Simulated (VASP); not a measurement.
Wanted: the native input for a VASP 6.6.1 run.

* Task: single point
* Functional: r2SCAN
* Potentials or basis: VASP PAW PBE potentials, release 64 (Sc_sv)
* Cutoff: 520 eV
* k mesh: 16 × 16 × 10
* Occupations: fermi-dirac, width 0.08 eV
* Spin: no spin polarisation
* Dipole correction: no
* Further INCAR settings: ALGO = Normal; EDIFF = 1e-06; NBANDS = 18

Crystal: Sc.

```
CELL_PARAMETERS angstrom
3.18514 0.00000 0.00000
-1.59257 2.75841 0.00000
0.00000 0.00000 4.91601
ATOMIC_POSITIONS crystal
Sc 0.33333 0.66667 0.25000
Sc 0.66667 0.33333 0.75000
```

These files were run (other wordings do the same):

POSCAR

```
Sc
1.0
    3.1851418670      0.0000000000      0.0000000000
   -1.5925709335      2.7584137715      0.0000000000
    0.0000000000      0.0000000000      4.9160073359
Sc
2
Direct
    0.3333333333      0.6666666667      0.2500000000
    0.6666666667      0.3333333333      0.7500000000
```

INCAR.step1

```
PREC = Accurate
ENCUT = 520
ISMEAR = -1
SIGMA = 0.08
LREAL = F
LASPH = T
NELM = 100
NBANDS = 18
GGA = PE
ALGO = Normal
EDIFF = 1E-4
LWAVE = T
LCHARG = F
```

INCAR.step2

```
PREC = Accurate
ENCUT = 520
EDIFF = 1E-6
ISMEAR = -1
SIGMA = 0.08
LREAL = F
LASPH = T
NELM = 100
ALGO = Normal
ISIF = 2
LWAVE = F
LCHARG = F
METAGGA = R2SCAN
LMIXTAU = T
NBANDS = 18
ISTART = 1
```

KPOINTS

```
regular mesh
0
Gamma
  16 16 10
```

Potentials or basis: VASP PAW PBE potentials, release 64 (Sc_sv).

Run with:

```bash
$ cat potpaw_PBE.64/Sc_sv/POTCAR > POTCAR
$ cp INCAR.step1 INCAR
$ mpirun -np 1 vasp_std > vasp.out
$ cp INCAR.step2 INCAR
$ mpirun -np 1 vasp_std > vasp.out
```

Results of the run:

The pressure is 10.3 GPa and the band gap on the k mesh is zero (bands 11 and 12 overlap by 1.90 eV).

Caveat: the cell stands under pressure; the PAW data sets were made with another functional, which shifts forces and pressure a little.

It took 8.8 min on 1 thread of Intel Xeon 8259CL (shared host), peak memory 0.25 GiB.
